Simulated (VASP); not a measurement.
Write the native input for VASP 6.6.1 that does the following.

| Item | Value |
| --- | --- |
| Task | single point |
| Functional | PBE |
| Potentials or basis | VASP PAW PBE potentials, release 64 (Ti_sv, C) |
| Cutoff | 520 eV |
| k mesh | 4 × 4 × 4 |
| Occupations | gaussian, width 0.1 eV |
| Spin | no spin polarisation |
| Dipole correction | no |
| Further INCAR settings | ALGO = Normal; EDIFF = 1e-06; NBANDS = 34 |

The structure of Ti4C lies in POSCAR:

```
Ti4C
1.0
    0.0000000000      4.2335638668      4.2335638668
    4.2335638668      0.0000000000      4.2335638668
    4.2335638668      4.2335638668      0.0000000000
Ti C
4 1
Direct
    0.6153533585      0.6153533585      0.6153533585
    0.6153533585      0.6153533585      0.1539399244
    0.6153533585      0.1539399244      0.6153533585
    0.1539399244      0.6153533585      0.6153533585
    0.7500000000      0.7500000000      0.7500000000
```

The cell was built from a structure type or drawn by symmetry, and may not be a known phase.

These files were run (other wordings do the same):

INCAR

```
  ALGO = Normal
  EDIFF = 1E-6
  ENCUT = 520
  GGA = PE
  ISIF = 2
  ISMEAR = 0
  LASPH = T
  LCHARG = T
  LELF = T
  LREAL = F
  LVHAR = T
  LWAVE = F
  NBANDS = 34
  NELM = 80
  PREC = Accurate
  SIGMA = 0.1
```

KPOINTS

```
k-points
0
Gamma
  4 4 4
```

Potentials or basis: VASP PAW PBE potentials, release 64 (Ti_sv, C).

Command:

```console
$ cat potpaw_PBE.64/Ti_sv/POTCAR potpaw_PBE.64/C/POTCAR > POTCAR
$ mpirun -np 1 vasp_std > vasp.out
```

Results of the run:

| Quantity | Value |
| --- | --- |
| Pressure | 0.1 GPa |
| Largest force | 0.079 eV/Å |
| Band gap on the k mesh | zero (bands 26 and 27 overlap by 0.27 eV) |

Wall time 64 s on 1 thread of Intel(R) Xeon(R) Platinum 8488C (Sapphire Rapids), on a shared host, peak memory 0.31 GiB.
